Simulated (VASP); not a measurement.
Here is a VASP 6.6.1 calculation.

Contents of INCAR:

```
PREC = Accurate
ENCUT = 520
EDIFF = 1E-6
ISMEAR = -1
SIGMA = 0.05
LREAL = F
LASPH = T
NELM = 60
ALGO = Normal
ISIF = 2
LWAVE = F
LCHARG = F
GGA = PS
IVDW = 12
NBANDS = 32
```

KPOINTS

```
Automatic mesh
0
Gamma
  6 6 6
```

The input POSCAR:

```
Sn3Se
1.0
    4.5837365545      0.0000000000      0.0000000000
    0.0000000000      4.5837365545      0.0000000000
    0.0000000000      0.0000000000      4.5837365545
Sn Se
3 1
Direct
    0.5000000000      0.5000000000      0.0000000000
    0.5000000000      0.0000000000      0.5000000000
    0.0000000000      0.5000000000      0.5000000000
    0.0000000000      0.0000000000      0.0000000000
```

Potentials or basis: VASP PAW PBE potentials, release 64 (Sn_d, Se).

Run with:

```sh
$ cat potpaw_PBE.64/Sn_d/POTCAR potpaw_PBE.64/Se/POTCAR > POTCAR
$ mpirun -np 1 vasp_std > vasp.out
```

Question: What does it give for the band gap on the k mesh?

Answer: Zero (band 24 reaches 10.60 eV, above the bottom of band 25 at 7.93 eV).

Question: Predict the pressure.

Answer: 0.0 GPa.

Caveat: the PAW data sets were made with another functional, which shifts forces and pressure a little; spin-orbit coupling is left out, which moves the levels of the heavy elements; pairwise dispersion overbinds metals, which lowers pressure and volume.
